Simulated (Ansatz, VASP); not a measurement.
Two plane-wave programs on CaB2H2

File INCAR:

```
SYSTEM = CaB2H2
PREC     = Accurate       ! precision mode
ENCUT    = 520            ! plane-wave cutoff, eV
EDIFF    = 1E-6           ! SCF threshold, eV
ISMEAR   = 0              ! smearing method
SIGMA    = 0.02           ! smearing width, eV
LREAL    = .FALSE.        ! projectors in reciprocal space
LASPH    = .TRUE.         ! aspherical terms in the spheres
NELM     = 100            ! most SCF steps
ALGO     = Normal         ! electronic algorithm
ISIF     = 2              ! what is computed and relaxed
LWAVE    = .FALSE.        ! write WAVECAR
LCHARG   = .TRUE.         ! write CHGCAR
GGA      = CA             ! functional
LELF     = .TRUE.         ! ELF
LVHAR    = .TRUE.       
NBANDS   = 17             ! bands
```

File KPOINTS:

```
regular mesh
0
G
  9 9 7
  0 0 0
```

Contents of POSCAR:

```
CaB2H2
1.0
    3.4767192709      0.0000000000      0.0000000000
   -1.7383596355      3.0109272105      0.0000000000
    0.0000000000      0.0000000000      3.9792940000
Ca B H
1 2 2
Direct
    0.0000000000      0.0000000000      0.0000000000
    0.3333333333      0.6666666667      0.4628360000
    0.6666666667      0.3333333333      0.5371640000
    0.3333333333      0.6666666667      0.1511690000
    0.6666666667      0.3333333333      0.8488310000
```

Contents of input.yaml:

```yaml
crystal:
  lattice:
    - [3.4767192709, 0.0, 0.0]
    - [-1.7383596355, 3.0109272105, 0.0]
    - [0.0, 0.0, 3.979294]
  atoms:
    - { symbol: Ca, position: [0.0, 0.0, 0.0] }
    - { symbol: B, position: [0.3333333333, 0.6666666667, 0.462836] }
    - { symbol: B, position: [0.6666666667, 0.3333333333, 0.537164] }
    - { symbol: H, position: [0.3333333333, 0.6666666667, 0.151169] }
    - { symbol: H, position: [0.6666666667, 0.3333333333, 0.848831] }
hamiltonian:
  xc: lda
  pseudopotentials: { kind: paw }
kpoints:
  mp_grid: { grid: [9, 9, 7] }
scf:
  occupations: { method: gaussian, width: 0.02 }
output:
  forces: true
  stress: true
  eigenvalues: true
```

Alike in both runs: task single point; functional LDA; k mesh 9 × 9 × 7; occupations gaussian, width 0.02 eV; no spin polarisation.

|  | VASP | Ansatz |
| --- | --- | --- |
| version | VASP 6.6.1 | Ansatz 0.2.0 |
| potentials or method | VASP PAW LDA potentials, release 64 (Ca_sv, B, H) | Ansatz PAW |
| plane-wave cutoff (eV) | 520 | 420 |
| valence electrons in the cell | 18 | 18 |

VASP gave:

```
gap on the k mesh at the Fermi level (eV)                     : 0.10
least direct gap on the mesh (eV)                             : 1.79
pressure (GPa)                                                : -6.7
traceless stress, the component that is largest in VASP (GPa) : 0.78
rms of the force components (eV/Å)                            : 0.043
```

Question: Estimate Ansatz's values.

Answer: gap on the k mesh at the Fermi level (eV): 0.11; least direct gap on the mesh (eV): 1.80; pressure (GPa): -7.1; traceless stress, the component that is largest in VASP (GPa): 0.82; rms of the force components (eV/Å): 0.040.

LDA's correlation is that of Perdew and Zunger in VASP and of Perdew and Wang (1992) in Ansatz. Atom by atom the forces differ by 0.005 eV/Å (rms over components).

Noted on Ansatz's run: odd divisions of the mesh miss points on the zone boundary, where band edges often lie, so the gap on the mesh can be too wide.
